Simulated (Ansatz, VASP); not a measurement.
AlN in VASP and in Ansatz

```xyz
2
Lattice="0.0000 2.1887 2.1996 2.1887 0.0000 2.1996 2.1887 2.1887 0.0000" Properties=species:S:1:pos:R:3 pbc="T T T"
Al    0.0000    0.0000    0.0000
N     1.0943    1.0943    1.0998
```

Change from the starting cell: z stretched by +0.5 %, x and y held, PAW files.

Alike in both runs: task single point; functional PBEsol; k mesh 8 × 8 × 8; no spin polarisation.

|  | VASP | Ansatz |
| --- | --- | --- |
| version | VASP 6.6.1 | Ansatz 0.2.0 |
| potentials or method | VASP PAW PBE potentials, release 64 (Al, N) | PAW with Ansatz's default frozen-core files, scalar-relativistic |
| plane-wave cutoff (eV) | 600 | 420 |
| occupations | gaussian, width 0.01 eV | fixed |
| valence electrons in the cell | 8 | 8 |

|  | VASP | Ansatz | Ansatz less VASP |
| --- | --- | --- | --- |
| gap on the k mesh at the Fermi level (eV) | 3.17 | 3.18 | +0.009 |
| pressure (GPa) | -1.1 | -0.9 | +0.18 |
| traceless stress, the component that is largest in VASP (GPa) | -0.44 | -0.44 | +0.002 |

VASP's potentials were made for PBE, not for PBEsol.
